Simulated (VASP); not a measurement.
A run of VASP 6.6.1 is set up as follows.

File INCAR:

```
PREC = Accurate
ENCUT = 600
EDIFF = 1E-6
ISMEAR = 0
SIGMA = 0.1
LREAL = False
LASPH = True
NELM = 100
ALGO = Normal
ISIF = 3
LWAVE = False
LCHARG = False
GGA = PE
IBRION = 2
NSW = 80
EDIFFG = -0.001
```

The input KPOINTS:

```
Automatic mesh
0
Gamma
  8 8 4
```

POSCAR

```
TlPtN
1.0
    4.1550427445      0.0000000000      0.0000000000
    0.0000000000      4.1550427445      0.0000000000
    0.0000000000      0.0000000000      7.7208488027
Tl Pt N
2 2 2
Direct
    0.0000000000      0.0000000000      0.7961542110
    0.0000000000      0.0000000000      0.2038457890
    0.5000000000      0.5000000000      0.1670136547
    0.5000000000      0.5000000000      0.8329863453
    0.5000000000      0.5000000000      0.4262027475
    0.5000000000      0.5000000000      0.5737972525
```

Potentials or basis: VASP PAW PBE potentials, release 64 (Tl_d, Pt, N).

Launch:

```sh
$ cat potpaw_PBE.64/Tl_d/POTCAR potpaw_PBE.64/Pt/POTCAR potpaw_PBE.64/N/POTCAR > POTCAR
$ mpirun -np 1 vasp_std > vasp.out
```

Q: Predict the space group after relaxing (to 0.1 Å).

A: P4/mmm (No. 123).

Q: Predict the band gap on the k mesh.

A: Zero (bands 28 and 29 overlap by 1.26 eV).

Q: Estimate the relaxed volume.

A: 22.19 Å³/atom.

The path:
```
step  energy change (eV)  largest force (eV/Å)  pressure (GPa)  volume (Å³)
   1              0.0000                0.9067            0.25       133.30
   3             -0.0034                0.0511           -0.17       133.35
   5             -0.0034                0.0267           -0.13       133.35
   7             -0.0036                0.0125            0.01       133.14
   9             -0.0036                0.1115           -0.06       133.15
  11             -0.0037                0.0077            0.00       133.15
  13             -0.0037                0.0252            0.00       133.14
  15             -0.0037                0.0048            0.00       133.14
  17             -0.0037                0.0025           -0.01       133.14
  19             -0.0037                0.0059           -0.02       133.12
  21             -0.0037                0.0102            0.01       133.12
  23             -0.0037                0.0082            0.00       133.12
  25             -0.0037                0.0047            0.01       133.12
  27             -0.0037                0.0062            0.01       133.13
  29             -0.0037                0.0131            0.00       133.14
  31             -0.0037                0.0021            0.00       133.14
  33             -0.0037                0.0011            0.00       133.13
  35             -0.0037                0.0149            0.01       133.12
  37             -0.0037                0.0058            0.00       133.13
  39             -0.0037                0.0054            0.00       133.13
  41             -0.0037                0.0015            0.00       133.13
  43             -0.0037                0.0016            0.00       133.13
  45             -0.0037                0.0009            0.00       133.13
```

Caveat: the standard files for N, O and F lose accuracy on very short bonds; spin-orbit coupling is left out, which moves the levels of the heavy elements.
